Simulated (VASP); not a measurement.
## Rb2BrCl: single point with r2SCAN

Rb2BrCl:

```
CELL_PARAMETERS angstrom
2.39044 1.38012 7.82054
-2.39044 1.38012 7.82054
0.00000 -2.76024 7.82054
ATOMIC_POSITIONS crystal
Cl 0.00000 0.00000 0.00000
Br 0.50000 0.50000 0.50000
Rb 0.25399 0.25399 0.25399
Rb 0.74601 0.74601 0.74601
```

* Program: VASP 6.6.1
* Task: single point
* Functional: r2SCAN
* Potentials or basis: VASP PAW PBE potentials, release 64 (Cl, Br, Rb_sv)
* Cutoff: 520 eV
* k mesh: 6 × 6 × 6
* Occupations: fermi-dirac, width 0.02 eV
* Spin: no spin polarisation
* Dipole correction: no
* Further INCAR settings: ALGO = Normal; EDIFF = 1e-06; NBANDS = 24

```json
{
  "Pressure": "0.0 GPa",
  "Band gap on the k mesh": "5.03 eV"
}
```

Levels at points of the mesh, in eV from the valence-band top:
| k point | band 12 | band 13 | band 14 | band 15 | band 16 | band 17 | band 18 | band 19 | band 20 | band 21 |
| --- | --- | --- | --- | --- | --- | --- | --- | --- | --- | --- |
| (0.00, 0.00, 0.00) | -0.67 | -0.67 | -0.15 | 0.00 | 0.00 | 5.03 | 7.46 | 8.06 | 8.06 | 8.11 |
| (0.50, 0.00, 0.00) | -0.68 | -0.66 | -0.59 | -0.29 | -0.14 | 7.03 | 7.08 | 7.72 | 8.21 | 9.88 |
| (0.50, 0.50, 0.00) | -0.71 | -0.68 | -0.43 | -0.23 | -0.13 | 6.20 | 7.49 | 8.11 | 8.15 | 9.69 |
| (0.50, 0.50, 0.50) | -0.63 | -0.63 | -0.49 | -0.05 | -0.05 | 6.25 | 6.30 | 7.53 | 8.03 | 8.76 |

Run time: 8.8 min on 1 thread of Intel(R) Xeon(R) 6975P-C (Granite Rapids) (shared host), peak memory 0.69 GiB.

Caveat: the PAW data sets were made with another functional, which shifts forces and pressure a little. A k mesh can miss the band edges.
